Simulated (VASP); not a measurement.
# BaO (Fm-3m) in VASP: single point with r2SCAN

Aim: the single point of BaO with r2SCAN.

Program: VASP 6.6.1. These are calculated values, not measurements. Logs are shortened: lines on timing, memory, paths and dates and some standing lists are left out, and cuts for length are marked.

### 1 The cell of the first run

The structure is cubic, space group Fm-3m (No. 225). The conventional cell has a = 5.581 Å, b = 5.581 Å, c = 5.581 Å, α = 90.00°, β = 90.00°, γ = 90.00°. Ba (site symmetry m-3m) has 6 O at 2.79 Å within 3.7 Å. O (site symmetry m-3m) has 6 Ba at 2.79 Å within 3.7 Å.

### 2 Single point, r2SCAN (21.73 Å³/atom)

The input, POSCAR:

```
BaO
1.0
    0.0000000000      2.7903528076      2.7903528076
    2.7903528076      0.0000000000      2.7903528076
    2.7903528076      2.7903528076      0.0000000000
Ba O
1 1
Direct
    0.5000000000      0.5000000000      0.5000000000
    0.0000000000      0.0000000000      0.0000000000
```

The input, INCAR.step1:

```
  PREC = Accurate
  ENCUT = 1480
  ISMEAR = 0
  SIGMA = 0.05
  LREAL = False
  LASPH = True
  NELM = 120
  NBANDS = 15
  GGA = PE
  ALGO = Normal
  EDIFF = 1E-5
  LWAVE = True
  LCHARG = False
  GGA_COMPAT = False
```

The input, INCAR.step2:

```
  PREC = Accurate
  ENCUT = 1480
  EDIFF = 1E-6
  ISMEAR = 0
  SIGMA = 0.05
  LREAL = False
  LASPH = True
  NELM = 120
  ALGO = Normal
  ISIF = 2
  LWAVE = False
  LCHARG = True
  METAGGA = R2SCAN
  LMIXTAU = True
  LELF = True
  LVHAR = True
  NBANDS = 15
  ISTART = 1
  GGA_COMPAT = False
```

The input, KPOINTS:

```
regular mesh
0
Gamma
  8 8 8
```

Potentials or basis: VASP PAW PBE potentials, release 64 (Ba_sv, O_h).

Started as:

```console
> cat potpaw_PBE.64/Ba_sv/POTCAR potpaw_PBE.64/O_h/POTCAR > POTCAR
> cp INCAR.step1 INCAR
> mpirun -np 1 vasp_std > vasp.out
> cp INCAR.step2 INCAR
> mpirun -np 1 vasp_std > vasp.out
```

OUTCAR:

```text
PREC = Accurate
   ENCUT = 1480
   EDIFF = 1E-6
   ISMEAR = 0
   LREAL = False
   LASPH = True
   NELM = 120
   ISIF = 2
   METAGGA = R2SCAN
   ISTART = 1

 ion  position               nearest neighbor table
   1  0.500  0.500  0.500-   2 2.79   2 2.79   2 2.79   2 2.79   2 2.79   2 2.79
   2  0.000  0.000  0.000-   1 2.79   1 2.79   1 2.79   1 2.79   1 2.79   1 2.79

  LATTYP: Found a face centered cubic cell.
 ALAT       =     5.5807056152

  Lattice vectors:

 A1 = (   0.0000000000,   2.7903528076,   2.7903528076)
 A2 = (   2.7903528076,   0.0000000000,   2.7903528076)
 A3 = (   2.7903528076,   2.7903528076,   0.0000000000)

Analysis of symmetry for initial positions (statically):
=====================================================================
 Subroutine PRICEL returns:
 Original cell was already a primitive cell.

 Routine SETGRP: Setting up the symmetry group for a
 face centered cubic supercell.

 Subroutine GETGRP returns: Found 48 space group operations
 (whereof 48 operations were pure point group operations)
 out of a pool of 48 trial point group operations.

The static configuration has the point symmetry O_h .

Analysis of symmetry for dynamics (positions and initial velocities):
=====================================================================
 Subroutine PRICEL returns:
 Original cell was already a primitive cell.

 Routine SETGRP: Setting up the symmetry group for a
 face centered cubic supercell.

 Subroutine GETGRP returns: Found 48 space group operations
 (whereof 48 operations were pure point group operations)
 out of a pool of 48 trial point group operations.

The dynamic configuration has the point symmetry O_h .

 Subroutine INISYM returns: Found 48 space group operations
 (whereof 48 operations are pure point group operations),
 and found     1 'primitive' translations

----------------------------------------------------------------------------------------

                                     Primitive cell

  volume of cell :      43.4518

  direct lattice vectors                    reciprocal lattice vectors
     0.000000000  2.790352808  2.790352808    -0.179188810  0.179188810  0.179188810
     2.790352808  0.000000000  2.790352808     0.179188810 -0.179188810  0.179188810
     2.790352808  2.790352808  0.000000000     0.179188810  0.179188810 -0.179188810

  length of vectors
     3.946154784  3.946154784  3.946154784     0.310364124  0.310364124  0.310364124

  position of ions in fractional coordinates (direct lattice)
     0.500000000  0.500000000  0.500000000
     0.000000000  0.000000000  0.000000000

  ion indices of the primitive-cell ions
   primitive index   ion index
[... 88 lines left out ...]
   EFERMI =   0.00;   METHOD = LEGACY
   ISMEAR =     0;   SIGMA  =   0.05  broadening in eV -4-tet -1-fermi 0-gaus
   EFERMI_NEDOS =   21; number of points for ismear=-14 and -15
   IALGO  =     38    algorithm
   IMIX   =      4    mixing-type and parameters
     AMIX     =   0.40;   BMIX     =  1.00
     AMIX_MAG =   1.60;   BMIX_MAG =  1.00
  volume/ion in A,a.u.               =      21.73       146.61
  Fermi-wavevector in a.u.,A,eV,Ry     =   1.173399  2.217403 18.733388  1.376865
  Thomas-Fermi vector in A             =   2.309813
   LORBIT       =      0    0 simple, 1 ext, 2 COOP (PROOUT), +10 PAW based schemes
   METAGGA = R2SCAN    functional components
   LHFCALC =     F    Hartree Fock is set to
   AEXX    =    0.0000 exact exchange contribution
   IVDW    =     0    specifies the selected vdW correction
   LEPSILON=     F    determine dielectric tensor
   LRPA    =     F    only Hartree local field effects (RPA)
 non-spin polarized calculation
 Gauss-broadening in eV      SIGMA  =   0.05
  energy-cutoff  :     1480.00
  volume of cell :       43.45
 maximum number of plane-waves:      5666
 NGX is ok and might be reduce to    50
   NGX = 25   NGY = 25   NGZ = 25

 number of electron      16.0000000 magnetization

 Free energy of the ion-electron system (eV)
  ---------------------------------------------------
  ext. energy  EPLUGINS =         0.00000000
  ---------------------------------------------------
  free energy    TOTEN  =       -37.83864597 eV

  energy without entropy =      -37.83864597  energy(sigma->0) =      -37.83864597

 E-fermi :   2.0067     XC(G=0): -10.0557

 val. band max:        1.6696981946   @ k =   0.5000   0.5000   0.0000
 cond. band min:       4.0547207029   @ k =   0.5000   0.5000   0.0000
 fundamental gap:      2.3850225083
 Fermi energy:         2.0066861042

 k-point     1 :       0.0000    0.0000    0.0000
  band No.  band energies     occupation
      1     -25.0051      2.00000
      2     -14.2450      2.00000
      3      -9.1294      2.00000
      4      -9.1294      2.00000
      5      -9.1294      2.00000
      6       1.3576      2.00000
      7       1.3576      2.00000
      8       1.3576      2.00000
      9       5.6975      0.00000
     10       6.8075      0.00000
     11       6.8075      0.00000
     12       6.8075      0.00000
     13       9.1940      0.00000
     14       9.1940      0.00000
[... 401 lines left out ...]
      2     -14.7401      2.00000
      3      -9.7359      2.00000
      4      -9.7081      2.00000
      5      -9.2486      2.00000
      6       0.2207      2.00000
      7       0.7916      2.00000
      8       0.8569      2.00000
      9       6.8991      0.00000
     10       7.5258      0.00000
     11       9.9674      0.00000
     12      10.0087      0.00000
     13      12.2614      0.00000
     14      13.9167      0.00000
     15      14.5265      0.00000

 [... further k-points ...]

------------------------ aborting loop because EDIFF is reached ----------------------------------------

  FORCE on cell =-STRESS in cart. coord.  units (eV):
  Direction    XX          YY          ZZ          XY          YZ          ZX
  --------------------------------------------------------------------------------------
  -------------------------------------------------------------------------------------
  Total        0.0169624      0.0169624      0.0169624     -0.0000000      0.0000000     -0.0000000
  in kB        0.6254485      0.6254485      0.6254485     -0.0000000      0.0000000     -0.0000000
  external PRESSURE =       0.6254485 kB  Pullay stress =       0.0000000 kB

 VOLUME and BASIS-vectors are now :
 -----------------------------------------------------------------------------
  energy-cutoff  :     1480.00
  volume of cell :       43.45
      direct lattice vectors                 reciprocal lattice vectors
     0.000000000  2.790352808  2.790352808    -0.179188810  0.179188810  0.179188810
     2.790352808  0.000000000  2.790352808     0.179188810 -0.179188810  0.179188810
     2.790352808  2.790352808  0.000000000     0.179188810  0.179188810 -0.179188810

 POSITION                                       TOTAL-FORCE (eV/Angst)
 -----------------------------------------------------------------------------------
      2.79035      2.79035      2.79035        -0.000000     -0.000000     -0.000000
      0.00000      0.00000      0.00000         0.000000      0.000000      0.000000
 -----------------------------------------------------------------------------------
    total drift:                                0.000000     -0.000000     -0.000000

  FREE ENERGIE OF THE ION-ELECTRON SYSTEM (eV)
  ---------------------------------------------------
  free  energy   TOTEN  =       -37.8386459705 eV

  energy  without entropy=      -37.8386459705  energy(sigma->0) =      -37.83864597
```

Run time: 9.6 min. Hardware: 1 thread of Intel Xeon Platinum 8259CL at 2.50GHz (Skylake/Cascade Lake), shared host; peak memory 0.46 GiB.

What came out:

* Free energy: -37.8386 eV
* Pressure: 0.1 GPa
* Band gap on the k mesh: 2.38 eV

Caveat: the PAW data sets were made with another functional, which shifts forces and pressure a little; spin-orbit coupling is left out, which moves the levels of the heavy elements. A k mesh can miss the band edges.
